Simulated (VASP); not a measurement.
Crystal: Mg.

```xyz
2
Lattice="3.2093 0.0000 0.0000 -1.6046 2.7793 0.0000 0.0000 0.0000 5.2103" Properties=species:S:1:pos:R:3 pbc="T T T"
Mg    0.0000    1.8529    1.3026
Mg    1.6047    0.9264    3.9077
```

| Quantity | Value |
| --- | --- |
| Program | VASP 6.6.1 |
| Task | relaxation of volume and atoms at fixed shape |
| Functional | LDA |
| Potentials or basis | VASP PAW LDA potentials, release 64 (Mg) |
| Cutoff | 600 eV |
| k mesh | 7 × 7 × 4 |
| Occupations | fermi-dirac, width 0.1 eV |
| Spin | no spin polarisation |

At the start: pressure -2.6 GPa; volume 23.24 Å³/atom.

Task: How do energy, volume and symmetry change on relaxing?

Result: Over 3 steps the energy falls by 14.5 meV/atom and the volume is 21.58 Å³/atom (-7.1 %); space group P6_3/mmc (No. 194, to 0.05 Å).

The path:
```csv
step,energy change (eV),largest force (eV/Å),pressure (GPa),volume (Å³)
1,0.0000,0.0000,-2.61,46.47
2,-0.0270,0.0000,-0.77,43.98
3,-0.0291,0.0000,-0.04,43.16
```

Final structure:
```yaml
crystal:
  lattice:
    - [3.13102, 0.00000, 0.00000]
    - [-1.56551, 2.71154, 0.00000]
    - [0.00000, 0.00000, 5.08321]
  atoms:
    - { symbol: Mg, position: [0.33333, 0.66667, 0.25000] }
    - { symbol: Mg, position: [0.66667, 0.33333, 0.75000] }
```
